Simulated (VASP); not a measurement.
A run of VASP 6.6.1 is set up as follows.

File POSCAR:

```
CuI
1.0
    0.0000000000      3.0120429050      3.0120429050
    3.0120429050      0.0000000000      3.0120429050
    3.0120429050      3.0120429050      0.0000000000
Cu I
1 1
Direct
    0.2500000000      0.2500000000      0.2500000000
    0.0000000000      0.0000000000      0.0000000000
```

INCAR.step1

```
SYSTEM = CuI
  PREC = Accurate
  ENCUT = 520
  EDIFF = 1E-5
  ISMEAR = 0
  SIGMA = 0.01
  LREAL = .FALSE.
  LASPH = .TRUE.
  NELM = 100
  ALGO = Normal
  ISIF = 2
  LWAVE = .TRUE.
  LCHARG = .FALSE.
  GGA = PE
  NBANDS = 16
```

The input INCAR.step2:

```
SYSTEM = CuI
  PREC = Accurate
  ENCUT = 520
  EDIFF = 1E-6
  ISMEAR = 0
  SIGMA = 0.01
  LREAL = .FALSE.
  LASPH = .TRUE.
  NELM = 100
  ALGO = Normal
  ISIF = 2
  LWAVE = .FALSE.
  LCHARG = .FALSE.
  GGA = PE
  LHFCALC = .TRUE.
  AEXX = 0.1
  HFSCREEN = 0.3
  PRECFOCK = Normal
  ISTART = 1
  NBANDS = 16
```

Contents of KPOINTS:

```
regular mesh
0
G
  4 4 4
  0 0 0
```

Potentials or basis: VASP PAW PBE potentials, release 64 (Cu, I).

Command:

```console
$ cat potpaw_PBE.64/Cu/POTCAR potpaw_PBE.64/I/POTCAR > POTCAR
$ cp INCAR.step1 INCAR
$ mpirun -np 1 vasp_std > vasp.out
$ cp INCAR.step2 INCAR
$ mpirun -np 1 vasp_std > vasp.out
```

(1) Estimate the band gap on the k mesh.

(2) Estimate the pressure.

Results:

(1) 1.68 eV, direct.

(2) 1.4 GPa.

Caveat: the k points lie up to 0.45 Å⁻¹ apart; the PAW data sets were made with another functional, which shifts forces and pressure a little; spin-orbit coupling is left out, which moves the levels of the heavy elements.
